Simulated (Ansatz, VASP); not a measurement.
One calculation of KF, two programs

The input INCAR:

```
SYSTEM = KF
PREC = Accurate ; ENCUT = 520
EDIFF = 1E-6 ; ISMEAR = 0
SIGMA = 0.01 ; LREAL = .FALSE.
LASPH = .TRUE. ; NELM = 60
ALGO = Normal ; ISIF = 2
LWAVE = .FALSE. ; LCHARG = .FALSE.
GGA = CA ; NBANDS = 15
```

File KPOINTS:

```
Automatic mesh
0
G
  8 8 8
  0 0 0
```

POSCAR

```
KF
1.0
    0.0000000000      2.9354012355      2.9354012355
    2.9354012355      0.0000000000      2.9354012355
    2.9354012355      2.9354012355      0.0000000000
K F
1 1
Direct
    0.0000000000      0.0000000000      0.0000000000
    0.2500000000      0.2500000000      0.2500000000
```

Input for Ansatz:

```yaml
crystal:
  lattice:
    - [0.0, 2.9354012355, 2.9354012355]
    - [2.9354012355, 0.0, 2.9354012355]
    - [2.9354012355, 2.9354012355, 0.0]
  atoms:
    - { symbol: K, position: [0.0, 0.0, 0.0] }
    - { symbol: F, position: [0.25, 0.25, 0.25] }
kpoints:
  mp_grid: { grid: [8, 8, 8] }
  band_path:
    path:
      - [0.0, 0.0, 0.0]
      - [-0.5, -0.5, 0.0]
      - [-0.375, -0.375, 0.25]
      - [-0.375, 0.0, 0.375]
      - [0.0, 0.0, 0.5]
      - [-0.5, -0.25, 0.25]
      - [0.25, -0.5, -0.25]
    npoints: 1
hamiltonian:
  xc: lda
scf:
  occupations: { method: fixed }
  n_extra_bands: 4
output:
  forces: true
  stress: true
  eigenvalues: true
```

Alike in both runs: task single point; functional LDA; k mesh 8 × 8 × 8; no spin polarisation.

|  | VASP | Ansatz |
| --- | --- | --- |
| version | VASP 6.6.1 | Ansatz 0.2.0 |
| potentials or method | VASP PAW LDA potentials, release 64 (K_sv, F) | plane waves, PAW |
| plane-wave cutoff (eV) | 520 | 420 |
| occupations | gaussian, width 0.01 eV | fixed |
| valence electrons in the cell | 16 | 16 |

```csv
,VASP,Ansatz,Ansatz less VASP
gap on the k mesh at the Fermi level (eV),4.92,4.93,+0.014
pressure (GPa),-2.0,-2.1,-0.08
```

LDA's correlation is that of Perdew and Zunger in VASP and of Perdew and Wang (1992) in Ansatz.
